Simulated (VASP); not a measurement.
TiSi2, 6 atoms in the cell. It takes space group Fddd (No. 70, orthorhombic). Conventional cell: a = 4.773 Å, b = 8.236 Å, c = 8.353 Å, α = 90.00°, β = 90.00°, γ = 90.00°. Within 3.3 Å of Ti (site symmetry 222) lie 10 Si at 2.50 to 2.75 Å and 4 Ti at 3.17 Å. Si (site symmetry 2) has 5 Ti at 2.50 to 2.75 Å and 9 Si at 2.50 to 3.17 Å within 3.3 Å.  This cell differs from its parent crystal: zz strain of -2 %.

```yaml
Program: VASP 6.6.1
Task: single point
Functional: PBE
Potentials_or_basis: VASP PAW PBE potentials, release 64 (Ti_sv, Si)
Cutoff: 520 eV
k_mesh: 8 × 8 × 8
Occupations: fermi-dirac, width 0.08 eV
Spin: no spin polarisation
Dipole_correction: no
Further_INCAR_settings: ALGO = Normal; EDIFF = 1e-06; NBANDS = 29
```

Potentials or basis: VASP PAW PBE potentials, release 64 (Ti_sv, Si).

Launch:

```console
$ cat potpaw_PBE.64/Ti_sv/POTCAR potpaw_PBE.64/Si/POTCAR > POTCAR
$ mpirun -np 1 vasp_std > vasp.out
```

Hardware: 1 thread of Intel Xeon 8259CL, on a shared host.

Question: How long does it take, and how much memory?

Answer: Run time: 7.8 min on 1 thread of Intel Xeon 8259CL, with other jobs on the host, peak memory 0.36 GiB. Counts: scf iterations 14, k points 95.
